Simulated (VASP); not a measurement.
A run of VASP 6.6.1:

The input POSCAR:

```
C
1.0
   -2.3562356169      2.3562356169      2.3562356169
    2.3562356169     -2.3562356169      2.3562356169
    2.3562356169      2.3562356169     -2.3562356169
C
8
Direct
    0.3254551632      0.0000000000      0.0000000000
    0.6745448368      0.6745448368      0.6745448368
    0.0000000000      0.3254551632      0.0000000000
    0.0000000000      0.0000000000      0.3254551632
    0.0000000000      0.6745448368      0.0000000000
    0.3254551632      0.3254551632      0.3254551632
    0.6745448368      0.0000000000      0.0000000000
    0.0000000000      0.0000000000      0.6745448368
```

INCAR.step1

```
PREC = Accurate
ENCUT = 520
ISMEAR = 0
SIGMA = 0.05
LREAL = False
LASPH = True
NELM = 100
NBANDS = 26
GGA = PE
ALGO = Normal
EDIFF = 1E-4
LWAVE = True
LCHARG = False
```

Contents of INCAR.step2:

```
PREC = Accurate
ENCUT = 520
EDIFF = 1E-6
ISMEAR = 0
SIGMA = 0.05
LREAL = False
LASPH = True
NELM = 100
ALGO = Normal
ISIF = 2
LWAVE = False
LCHARG = False
METAGGA = R2SCAN
LMIXTAU = True
NBANDS = 26
ISTART = 1
```

The input KPOINTS:

```
regular mesh
0
Gamma
  8 8 8
```

Potentials or basis: VASP PAW PBE potentials, release 64 (C).

The run is started by

```console
$ cat potpaw_PBE.64/C/POTCAR > POTCAR
$ cp INCAR.step1 INCAR
$ mpirun -np 1 vasp_std > vasp.out
$ cp INCAR.step2 INCAR
$ mpirun -np 1 vasp_std > vasp.out
```

Hardware: 1 thread of AMD EPYC 7R43 64-Core Processor (Zen 3), with other jobs on the host.

Q: How long does it take, and how much memory?

A: It took 4.6 min on 1 thread of AMD EPYC 7R43 64-Core Processor (Zen 3), with other jobs on the host, peak memory 0.14 GiB. Counts: k points 29.
